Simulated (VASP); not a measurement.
Set up this calculation in VASP 6.6.1, as the native input.

* Task: single point
* Functional: PBEsol
* Potentials or basis: VASP PAW PBE potentials, release 64 (Zr_sv, S)
* Cutoff: 520 eV
* k mesh: 16 × 16 × 16
* Occupations: gaussian, width 0.15 eV
* Spin: no spin polarisation
* Dipole correction: no
* Further INCAR settings: ALGO = Normal; EDIFF = 1e-07; NBANDS = 16

The structure of ZrS lies in POSCAR:

```
ZrS
1.0
    0.0000000000      2.5593750000      2.6250000000
    2.6250000000      0.0000000000      2.6250000000
    2.6250000000      2.5593750000      0.0000000000
Zr S
1 1
Direct
    0.0000000000      0.0000000000      0.0000000000
    0.5000000000      0.5000000000      0.5000000000
```

This cell differs from its parent crystal: strain -0.0250 x Voigt [0, 1, 0, 0, 0, 0].

One way to write it, as run:

INCAR

```
ALGO     = Normal         # electronic algorithm
EDIFF    = 1E-7           # SCF threshold, eV
ENCUT    = 520            # plane-wave cutoff, eV
GGA      = PS             # functional
ISIF     = 2              # what is computed and relaxed
ISMEAR   = 0              # smearing method
LASPH    = T              # aspherical terms in the spheres
LCHARG   = F              # write CHGCAR
LREAL    = F              # projectors in reciprocal space
LWAVE    = F              # write WAVECAR
NBANDS   = 16             # bands
NELM     = 60             # most SCF steps
PREC     = Accurate       # precision mode
SIGMA    = 0.15           # smearing width, eV
```

KPOINTS

```
k-points
0
Gamma
  16 16 16
```

Potentials or basis: VASP PAW PBE potentials, release 64 (Zr_sv, S).

Run with:

```console
$ cat potpaw_PBE.64/Zr_sv/POTCAR potpaw_PBE.64/S/POTCAR > POTCAR
$ mpirun -np 1 vasp_std > vasp.out
```

Results of the run:

- Pressure: -2.8 GPa
- Band gap on the k mesh: zero (bands 9 and 10 overlap by 2.98 eV)

Caveat: the cell differs from its parent crystal (strain -0.0250 x Voigt [0, 1, 0, 0, 0, 0]); the stress differs along the axes, from -5 to 2 GPa; the PAW data sets were made with another functional, which shifts forces and pressure a little.

It took 82 s on 1 thread of Intel(R) Xeon(R) 6975P-C (Granite Rapids) (shared host), peak memory 0.3 GiB.
